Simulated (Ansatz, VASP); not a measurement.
## Two plane-wave programs on CaO

File INCAR:

```
PREC = Accurate
ENCUT = 520
EDIFF = 1E-6
ISMEAR = 0
SIGMA = 0.01
LREAL = F
LASPH = T
NELM = 60
ALGO = Normal
ISIF = 2
LWAVE = F
LCHARG = F
GGA = B5
ALDAX = 1.0
AGGAX = 1.0
AGGAC = 1.0
ALDAC = 0.0
NBANDS = 24
```

KPOINTS

```
regular mesh
0
Gamma
  6 6 6
```

POSCAR

```
CaO
1.0
    3.9919760000      0.0000000000      0.0000000000
   -1.9959880000      3.4571520000      0.0000000000
    0.0000000000      0.0000000000      4.7848400000
Ca O
2 2
Direct
    0.3333333333      0.6666666667      0.7500000000
    0.6666666667      0.3333333333      0.2500000000
    0.3333333333      0.6666666667      0.2500000000
    0.6666666667      0.3333333333      0.7500000000
```

Input for Ansatz:

```yaml
crystal:
  lattice:
    - [3.991976, 0.0, 0.0]
    - [-1.995988, 3.457152, 0.0]
    - [0.0, 0.0, 4.78484]
  atoms:
    - { symbol: Ca, position: [0.3333333333333333, 0.6666666666666666, 0.75] }
    - { symbol: Ca, position: [0.6666666666666666, 0.3333333333333333, 0.25] }
    - { symbol: O, position: [0.3333333333333333, 0.6666666666666666, 0.25] }
    - { symbol: O, position: [0.6666666666666666, 0.3333333333333333, 0.75] }
basis:
  ecutwfc: 489.804952427784
kpoints:
  mp_grid:
    grid: [6, 6, 6]
hamiltonian:
  xc: blyp
scf:
  occupations:
    method: fixed
output:
  eigenvalues: true
```

Alike in both runs: task single point; functional BLYP; k mesh 6 × 6 × 6; no spin polarisation.

|  | VASP | Ansatz |
| --- | --- | --- |
| version | VASP 6.6.1 | Ansatz 0.2.0 |
| potentials or method | VASP PAW PBE potentials, release 64 (Ca_sv, O), cutoff 520 eV | plane waves, PAW |
| occupations | gaussian, width 0.01 eV | fixed |
| valence electrons in the cell | 32 | 32 |

|  | VASP | Ansatz | Ansatz less VASP |
| --- | --- | --- | --- |
| gap on the k mesh at the Fermi level (eV) | 3.37 | 3.37 | 0.000 |

VASP's potentials were made for PBE, not for BLYP.
